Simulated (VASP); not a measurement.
# BAs (alt) (F-43m) in VASP: further runs

Runs on BAs (alt). Level: PBE. Tasks: single point, relaxation of cell and atoms.

Program: VASP 6.6.1. These are calculated values, not measurements. Logs are shortened: lines on timing, memory, paths and dates and some standing lists are left out, and cuts for length are marked.

### Step 1. The cell of the first run

It takes space group F-43m (No. 216, cubic). The conventional cell has a = 4.777 Å, b = 4.777 Å, c = 4.777 Å, α = 90.00°, β = 90.00°, γ = 90.00°. Within 2.7 Å of B (site symmetry -43m) lie 4 As at 2.07 Å. Within 2.7 Å of As (site symmetry -43m) lie 4 B at 2.07 Å.

### Step 2. Single point, PBE

INCAR reads:

```
PREC = Accurate
ENCUT = 500
EDIFF = 1E-6
ISMEAR = 0
SIGMA = 0.1
LREAL = F
LASPH = T
NELM = 120
ALGO = Normal
ISIF = 2
LWAVE = F
LCHARG = F
GGA = PE
NBANDS = 11
GGA_COMPAT = F
```

KPOINTS reads:

```
regular mesh
0
Gamma
  6 6 6
```

POSCAR reads:

```
BAs
1.0
    0.0000000000      2.3885000000      2.3885000000
    2.3885000000      0.0000000000      2.3885000000
    2.3885000000      2.3885000000      0.0000000000
B As
1 1
Direct
    0.0000000000      0.0000000000      0.0000000000
    0.7500000000      0.7500000000      0.7500000000
```

Potentials or basis: VASP PAW PBE potentials, release 64 (B, As).

On the command line:

```console
cat potpaw_PBE.64/B/POTCAR potpaw_PBE.64/As/POTCAR > POTCAR
mpirun -np 1 vasp_std > vasp.out
```

OUTCAR:

```text
PREC = Accurate
   ENCUT = 500
   EDIFF = 1E-6
   ISMEAR = 0
   LREAL = F
   LASPH = T
   NELM = 120
   ISIF = 2
   GGA = PE

 ion  position               nearest neighbor table
   1  0.000  0.000  0.000-   2 2.07   2 2.07   2 2.07   2 2.07
   2  0.750  0.750  0.750-   1 2.07   1 2.07   1 2.07   1 2.07

  LATTYP: Found a face centered cubic cell.
 ALAT       =     4.7770000000

  Lattice vectors:

 A1 = (   0.0000000000,   2.3885000000,   2.3885000000)
 A2 = (   2.3885000000,   0.0000000000,   2.3885000000)
 A3 = (   2.3885000000,   2.3885000000,   0.0000000000)

Analysis of symmetry for initial positions (statically):
=====================================================================
 Subroutine PRICEL returns:
 Original cell was already a primitive cell.

 Routine SETGRP: Setting up the symmetry group for a
 face centered cubic supercell.

 Subroutine GETGRP returns: Found 24 space group operations
 (whereof 24 operations were pure point group operations)
 out of a pool of 48 trial point group operations.

The static configuration has the point symmetry T_d .

Analysis of symmetry for dynamics (positions and initial velocities):
=====================================================================
 Subroutine PRICEL returns:
 Original cell was already a primitive cell.

 Routine SETGRP: Setting up the symmetry group for a
 face centered cubic supercell.

 Subroutine GETGRP returns: Found 24 space group operations
 (whereof 24 operations were pure point group operations)
 out of a pool of 48 trial point group operations.

The dynamic configuration has the point symmetry T_d .

 Subroutine INISYM returns: Found 24 space group operations
 (whereof 24 operations are pure point group operations),
 and found     1 'primitive' translations

----------------------------------------------------------------------------------------

                                     Primitive cell

  volume of cell :      27.2525

  direct lattice vectors                    reciprocal lattice vectors
     0.000000000  2.388500000  2.388500000    -0.209336404  0.209336404  0.209336404
     2.388500000  0.000000000  2.388500000     0.209336404 -0.209336404  0.209336404
     2.388500000  2.388500000  0.000000000     0.209336404  0.209336404 -0.209336404

  length of vectors
     3.377849094  3.377849094  3.377849094     0.362581287  0.362581287  0.362581287

  position of ions in fractional coordinates (direct lattice)
     0.000000000  0.000000000  0.000000000
     0.750000000  0.750000000  0.750000000

  ion indices of the primitive-cell ions
   primitive index   ion index
                 1           1
                 2           2

----------------------------------------------------------------------------------------

 KPOINTS: regular mesh

Automatic generation of k-mesh.
 Grid dimensions read from file:
 generate k-points for:    6    6    6

 Generating k-lattice:

  Cartesian coordinates                     Fractional coordinates (reciprocal lattice)
    -0.034889401  0.034889401  0.034889401     0.166666667  0.000000000  0.000000000
     0.034889401 -0.034889401  0.034889401     0.000000000  0.166666667  0.000000000
     0.034889401  0.034889401 -0.034889401     0.000000000  0.000000000  0.166666667

  Length of vectors
     0.060430214  0.060430214  0.060430214

  Shift w.r.t. Gamma in fractional coordinates (k-lattice)
     0.000000000  0.000000000  0.000000000

 Subroutine IBZKPT returns following result:
 ===========================================

 Found     16 irreducible k-points:

 Following reciprocal coordinates:
            Coordinates               Weight
  0.000000  0.000000  0.000000      1.000000
  0.166667  0.000000  0.000000      8.000000
  0.333333  0.000000  0.000000      8.000000
  0.500000  0.000000  0.000000      4.000000
  0.166667  0.166667  0.000000      6.000000
  0.333333  0.166667  0.000000     24.000000
[... 8 lines left out ...]
 -0.333333  0.333333  0.166667     24.000000
 -0.333333  0.500000  0.166667     12.000000
   k-points           NKPTS =     16   k-points in BZ     NKDIM =     16   number of bands    NBANDS=     11
   number of dos      NEDOS =    301   number of ions     NIONS =      2
   total plane-waves  NPLWV =  21952
   dimension x,y,z NGX =    28 NGY =   28 NGZ =   28
   dimension x,y,z NGXF=    56 NGYF=   56 NGZF=   56
   ions per type =               1   1
   NGX,Y,Z   is equivalent  to a cutoff of  13.78, 13.78, 13.78 a.u.
   NGXF,Y,Z  is equivalent  to a cutoff of  27.56, 27.56, 27.56 a.u.
 SYSTEM =  unknown system
   PREC   = accura    normal or accurate (medium, high low for compatibility)
   ISTART =      0    job   : 0-new  1-cont  2-samecut
   ICHARG =      2    charge: 1-file 2-atom 10-const
   ISPIN  =      1    spin polarized calculation?
   LNONCOLLINEAR =      F non collinear calculations
   LSORBIT =      F    spin-orbit coupling
   LASPH  =      T    aspherical Exc in radial PAW
   ENCUT  =  500.0 eV  36.75 Ry    6.06 a.u.   6.16  6.16  6.16*2*pi/ulx,y,z
   NELM   =    120;   NELMIN=  2; NELMDL= -5     # of ELM steps
   EDIFF  = 0.1E-05   stopping-criterion for ELM
   LREAL  =      F    real-space projection
   EDIFFG = 0.1E-04   stopping-criterion for IOM
   NSW    =      0    number of steps for IOM
   IBRION =     -1    ionic relax: 0-MD 1-quasi-New 2-CG
   NFREE  =      0    steps in history (QN), initial steepest desc. (CG)
   ISIF   =      2    stress and relaxation
   ISYM   =      2    0-nonsym 1-usesym 2-fastsym
   POTIM  = 0.5000    time-step for ionic-motion
   TEBEG  =    0.0;   TEEND  =   0.0 temperature during run
   PSTRESS=    0.0 pullay stress
   NELECT =       8.0000    total number of electrons
   NUPDOWN=      -1.0000    fix difference up-down
   EMIN   =  10.00;   EMAX   =-10.00  energy-range for DOS
   EFERMI =   0.00;   METHOD = LEGACY
   ISMEAR =     0;   SIGMA  =   0.10  broadening in eV -4-tet -1-fermi 0-gaus
   EFERMI_NEDOS =   21; number of points for ismear=-14 and -15
   IALGO  =     38    algorithm
   IMIX   =      4    mixing-type and parameters
     AMIX     =   0.40;   BMIX     =  1.00
     AMIX_MAG =   1.60;   BMIX_MAG =  1.00
  volume/ion in A,a.u.               =      13.63        91.95
  Fermi-wavevector in a.u.,A,eV,Ry     =   1.088018  2.056057 16.106360  1.183784
  Thomas-Fermi vector in A             =   2.224191
   LORBIT       =      0    0 simple, 1 ext, 2 COOP (PROOUT), +10 PAW based schemes
   GGA     = PE    functional components
   LHFCALC =     F    Hartree Fock is set to
   AEXX    =    0.0000 exact exchange contribution
   IVDW    =     0    specifies the selected vdW correction
   LEPSILON=     F    determine dielectric tensor
   LRPA    =     F    only Hartree local field effects (RPA)
 non-spin polarized calculation
 Gauss-broadening in eV      SIGMA  =   0.10
  energy-cutoff  :      500.00
  volume of cell :       27.25
 maximum number of plane-waves:       701
 NGX is ok and might be reduce to    28
   NGX = 13   NGY = 13   NGZ = 13

 number of electron       8.0000000 magnetization

 Free energy of the ion-electron system (eV)
  ---------------------------------------------------
  ext. energy  EPLUGINS =         0.00000000
  ---------------------------------------------------
  free energy    TOTEN  =       -11.38737029 eV

  energy without entropy =      -11.38737029  energy(sigma->0) =      -11.38737029

 E-fermi :   6.6082     XC(G=0): -10.5810

 val. band max:        6.1325602687   @ k =   0.0000   0.0000   0.0000
 cond. band min:       7.4050150925   @ k =   0.3333   0.3333   0.0000
 fundamental gap:      1.2724548238
 Fermi energy:         6.6082249737

 k-point     1 :       0.0000    0.0000    0.0000
  band No.  band energies     occupation
      1      -9.2706      2.00000
      2       6.1326      2.00000
      3       6.1326      2.00000
      4       6.1326      2.00000
      5       9.4064      0.00000
      6       9.4064      0.00000
      7       9.4064      0.00000
      8      10.8198      0.00000
      9      15.7143      0.00000
     10      19.0790      0.00000
     11      19.0790      0.00000

 k-point     2 :       0.1667    0.0000    0.0000
  band No.  band energies     occupation
      1      -8.8177      2.00000
      2       3.1734      2.00000
      3       5.4504      2.00000
      4       5.4504      2.00000
      5       9.4329      0.00000
      6      10.2936      0.00000
      7      10.2936      0.00000
      8      12.7821      0.00000
      9      17.1353      0.00000
     10      17.4188      0.00000
     11      17.4188      0.00000

 k-point     3 :       0.3333    0.0000    0.0000
  band No.  band energies     occupation
      1      -7.5515      2.00000
      2      -0.6106      2.00000
      3       4.6159      2.00000
      4       4.6159      2.00000
      5       8.9952      0.00000
      6      10.9585      0.00000
      7      10.9585      0.00000
      8      14.8128      0.00000
      9      17.6257      0.00000
     10      18.1540      0.00000
     11      18.1540      0.00000

 k-point     4 :       0.5000    0.0000    0.0000
  band No.  band energies     occupation
      1      -6.3985      2.00000
      2      -2.6585      2.00000
      3       4.3102      2.00000
      4       4.3102      2.00000
      5       8.8238      0.00000
      6      10.9102      0.00000
      7      10.9102      0.00000
      8      14.9959      0.00000
      9      18.8484      0.00000
     10      20.7006      0.00000
     11      20.7006      0.00000

 k-point     5 :       0.1667    0.1667    0.0000
  band No.  band energies     occupation
      1      -8.6650      2.00000
      2       3.8486      2.00000
      3       4.4193      2.00000
      4       4.4193      2.00000
      5       8.3756      0.00000
      6      11.7668      0.00000
      7      11.7668      0.00000
      8      11.7714      0.00000
      9      15.8113      0.00000
     10      17.9127      0.00000
     11      19.7423      0.00000
[... 99 lines left out ...]
 k-point    13 :       0.5000    0.5000    0.0000
  band No.  band energies     occupation
      1      -5.0806      2.00000
      2      -2.3994      2.00000
      3       2.0506      2.00000
      4       2.0506      2.00000
      5       7.5569      0.00000
      6       7.5717      0.00000
      7      17.4991      0.00000
      8      17.4991      0.00000
      9      18.9980      0.00000
     10      23.4056      0.00000
     11      23.9408      0.00000

 k-point    14 :       0.5000    0.3333    0.1667
  band No.  band energies     occupation
      1      -6.4702      2.00000
      2      -0.6241      2.00000
      3       1.2559      2.00000
      4       2.9149      2.00000
      5       9.9110      0.00000
      6      11.3231      0.00000
      7      11.9943      0.00000
      8      15.1753      0.00000
      9      17.5794      0.00000
     10      19.8629      0.00000
     11      22.2196      0.00000

 k-point    15 :      -0.3333    0.3333    0.1667
  band No.  band energies     occupation
      1      -5.4421      2.00000
      2      -1.9187      2.00000
      3       0.7155      2.00000
      4       2.2664      2.00000
      5      10.4624      0.00000
      6      11.3702      0.00000
      7      13.5839      0.00000
      8      15.0313      0.00000
      9      16.3779      0.00000
     10      20.5879      0.00000
     11      22.4106      0.00000

 k-point    16 :      -0.3333    0.5000    0.1667
  band No.  band energies     occupation
      1      -4.9616      2.00000
      2      -2.0763      2.00000
      3       0.9765      2.00000
      4       1.1718      2.00000
      5       9.9022      0.00000
      6      10.1191      0.00000
      7      14.7769      0.00000
      8      15.0217      0.00000
      9      18.4396      0.00000
     10      21.7908      0.00000
     11      21.9615      0.00000

------------------------ aborting loop because EDIFF is reached ----------------------------------------

  FORCE on cell =-STRESS in cart. coord.  units (eV):
  Direction    XX          YY          ZZ          XY          YZ          ZX
  --------------------------------------------------------------------------------------
  -------------------------------------------------------------------------------------
  Total        0.5897247      0.5897247      0.5897247     -0.0000000      0.0000000      0.0000000
  in kB       34.6700266     34.6700266     34.6700266     -0.0000000      0.0000000      0.0000000
  external PRESSURE =      34.6700266 kB  Pullay stress =       0.0000000 kB

 VOLUME and BASIS-vectors are now :
 -----------------------------------------------------------------------------
  energy-cutoff  :      500.00
  volume of cell :       27.25
      direct lattice vectors                 reciprocal lattice vectors
     0.000000000  2.388500000  2.388500000    -0.209336404  0.209336404  0.209336404
     2.388500000  0.000000000  2.388500000     0.209336404 -0.209336404  0.209336404
     2.388500000  2.388500000  0.000000000     0.209336404  0.209336404 -0.209336404

 POSITION                                       TOTAL-FORCE (eV/Angst)
 -----------------------------------------------------------------------------------
      0.00000      0.00000      0.00000         0.000000      0.000000      0.000000
      3.58275      3.58275      3.58275        -0.000000     -0.000000     -0.000000
 -----------------------------------------------------------------------------------
    total drift:                                0.000000      0.000000      0.000000

  FREE ENERGIE OF THE ION-ELECTRON SYSTEM (eV)
  ---------------------------------------------------
  free  energy   TOTEN  =       -11.3873702875 eV

  energy  without entropy=      -11.3873702875  energy(sigma->0) =      -11.38737029
```

It took 12 s on 1 thread of Intel Xeon 8259CL, shared host; peak memory 0.15 GiB.

What came out:

| Item | Value |
| --- | --- |
| Free energy | -11.3874 eV |
| Pressure | 3.5 GPa |
| Band gap on the k mesh | 1.27 eV, indirect (least direct gap 3.27 eV) |

A k mesh can miss the band edges. As with any semilocal functional, this PBE gap is likely too small.

(Part 1 of 2 ends here.)
